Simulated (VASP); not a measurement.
The system is SnO2 (Cassiterite).

```
CELL_PARAMETERS angstrom
4.82694 0.00000 0.00000
0.00000 4.82694 0.00000
0.00000 0.00000 3.23822
ATOMIC_POSITIONS crystal
Sn 0.00000 0.00000 0.00000
Sn 0.50000 0.50000 0.50000
O 0.30657 0.30657 0.00000
O 0.19343 0.80657 0.50000
O 0.69343 0.69343 0.00000
O 0.80657 0.19343 0.50000
```

| Quantity | Value |
| --- | --- |
| Program | VASP 6.6.1 |
| Task | relaxation of cell and atoms |
| Functional | LDA |
| Potentials or basis | VASP PAW LDA potentials, release 64 (Sn_d, O) |
| Cutoff | 600 eV |
| k mesh | 6 × 6 × 8 |
| Occupations | fermi-dirac, width 0.02 eV |
| Spin | no spin polarisation |

At the start: pressure -10.0 GPa; volume 12.57 Å³/atom.

Q: How do energy, volume and symmetry change on relaxing?

A: Over 10 steps the energy falls by 21.9 meV/atom and the volume is 11.90 Å³/atom (-5.4 %); space group P4_2/mnm (No. 136, to 0.05 Å).

Step by step:
```csv
step,energy change (eV),largest force (eV/Å),pressure (GPa),volume (Å³)
1,0.0000,0.0913,-10.03,75.45
2,0.0934,0.5433,16.25,67.17
3,-0.1261,0.1476,-0.30,71.71
4,-0.1262,0.1529,-0.05,71.63
5,-0.1314,0.0139,0.08,71.40
6,-0.1314,0.0277,0.10,71.38
7,-0.1316,0.0104,-0.15,71.44
8,-0.1316,0.0089,-0.11,71.45
9,-0.1316,0.0047,0.11,71.38
10,-0.1316,0.0000,-0.03,71.40
```

Final structure:
```xyz
6
Lattice="4.7267 0.0000 0.0000 0.0000 4.7267 0.0000 0.0000 0.0000 3.1958" Properties=species:S:1:pos:R:3 pbc="T T T"
Sn    0.0000    0.0000    0.0000
Sn    2.3633    2.3633    1.5979
O     1.4465    1.4465    0.0000
O     0.9168    3.8099    1.5979
O     3.2801    3.2801    0.0000
O     3.8099    0.9168    1.5979
```
